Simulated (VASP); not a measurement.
Runs of VASP 6.6.1 on LiCl. The structure is that of space group Fm-3m (No. 225), or close to it. The cells are those of the table. 

| task | level | cell | k mesh | cutoff (eV) | smearing | grid for exact exchange (PRECFOCK) | share of exact exchange | screening parameter | gap on the mesh (eV) | pressure (GPa) |
| --- | --- | --- | --- | --- | --- | --- | --- | --- | --- | --- |
| single point | BLYP | a = 3.700 Å, angles 60.0°, 2 atoms | 9 × 9 × 9 | 520 | fermi-dirac 0.05 eV | - | - | - | 6.16 | - |
| relaxation of cell and atoms | PBEsol+D4 | relaxed from a = 3.627 Å, angles 60.0°, 2 atoms | 9 × 9 × 9 | 600 | fermi-dirac 0.05 eV | - | - | - | (c) | 0.0 |
| single point | r2SCAN | a = 3.627 Å, angles 60.0°, 2 atoms | 9 × 9 × 9 | 520 | fermi-dirac 0.05 eV | - | - | - | (b) | - |
| single point | PBE | a = 3.627 Å, angles 60.0°, 2 atoms | 5 × 5 × 5 | 520 | fermi-dirac 0.02 eV | - | - | - | (a) | - |
| single point | PBE+D3(BJ) | a = 3.561 Å, angles 60.0°, 2 atoms | 9 × 9 × 9 | 520 | fermi-dirac 0.05 eV | - | - | - | 6.67 | - |
| single point | PBE-based screened hybrid | a = 3.627 Å, angles 60.0°, 2 atoms | 5 × 5 × 5 | 520 | fermi-dirac 0.05 eV | Normal | 0.3 | 0.2 1/Å | 8.04 | - |
| single point | BLYP+D4 | a = 3.609 Å, angles 60.0°, 2 atoms | 9 × 9 × 9 | 520 | fermi-dirac 0.05 eV | - | - | - | 6.59 | - |
| relaxation of cell and atoms | PBEsol | relaxed to 30 GPa from a = 3.627 Å, angles 60.0°, 2 atoms | 9 × 9 × 9 | 600 | fermi-dirac 0.05 eV | - | - | - | 6.93 | 30.1 |

Alike in all rows: potentials or basis VASP PAW PBE potentials, release 64 (Cl, Li_sv); no spin polarisation.

**Question.** Estimate the missing entries.

**Answer.** (a) 6.34; (b) 7.30; (c) 6.48.

Caveats: some runs use coarse meshes; the cutoff is under 1.25 times the usual one of these potentials, so pressure, stress and relaxed cells hold a basis-set (Pulay) error; the PAW data sets were made with another functional, which shifts forces and pressure a little (some runs); the cell is relaxed towards a set pressure, so the enthalpy falls and the energy may rise (some runs).

A k mesh can miss the band edges.
